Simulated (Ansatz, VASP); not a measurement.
**Sb: VASP beside Ansatz**

File INCAR:

```
  PREC = Accurate
  ENCUT = 520
  EDIFF = 1E-8
  ISMEAR = -1
  SIGMA = 0.05
  LREAL = F
  LASPH = T
  NELM = 100
  ALGO = Normal
  ISIF = 2
  LWAVE = F
  LCHARG = F
  GGA = PS
  LEFG = T
  NBANDS = 8
```

KPOINTS

```
regular mesh
0
Gamma
  19 19 19
```

File POSCAR:

```
Sb
1.0
   -1.5174385806      1.5174385806      2.5004967973
    1.5174385806     -1.5174385806      2.5004967973
    1.5174385806      1.5174385806     -2.5004967973
Sb
1
Direct
    0.0000000000      0.0000000000      0.0000000000
```

Input for Ansatz:

```yaml
crystal:
  lattice:
    - [-1.5174385806, 1.5174385806, 2.5004967973]
    - [1.5174385806, -1.5174385806, 2.5004967973]
    - [1.5174385806, 1.5174385806, -2.5004967973]
  atoms:
    - { symbol: Sb, position: [0.0, 0.0, 0.0] }
kpoints:
  mp_grid: { grid: [19, 19, 19] }
scf:
  occupations: { method: fermi_dirac, width: 0.05 }
hamiltonian:
  xc: pbesol
  pseudopotentials: { kind: paw }
output:
  forces: true
  stress: true
  eigenvalues: true
  efg: { contact_densities: true }
```

Change from the starting cell: volume scaled by 1.025, PAW files.

Alike in both runs: task electric field gradients; functional PBEsol; k mesh 19 × 19 × 19; occupations fermi-dirac, width 0.05 eV; no spin polarisation.

```csv
,VASP,Ansatz
version,VASP 6.6.1,Ansatz 0.2.0
potentials or method,"VASP PAW PBE potentials, release 64 (Sb)","PAW with Ansatz's default frozen-core files, scalar-relativistic"
plane-wave cutoff (eV),520,420
valence electrons in the cell,5,15
```

|  | VASP | Ansatz | Ansatz less VASP |
| --- | --- | --- | --- |
| pressure (GPa) | 12.2 | 12.1 | -0.16 |
| traceless stress, the component that is largest in VASP (GPa) | -1.11 | -1.01 | +0.109 |
| size of Vzz on the site where it differs most (V/Å²) | 38.9 | 38.4 | -0.51 |

VASP's potentials were made for PBE, not for PBEsol. VASP's potentials hold 5 valence electrons a cell and Ansatz's 15, so a difference there can come from the potentials and not from the codes.

Spin-orbit coupling is off throughout.
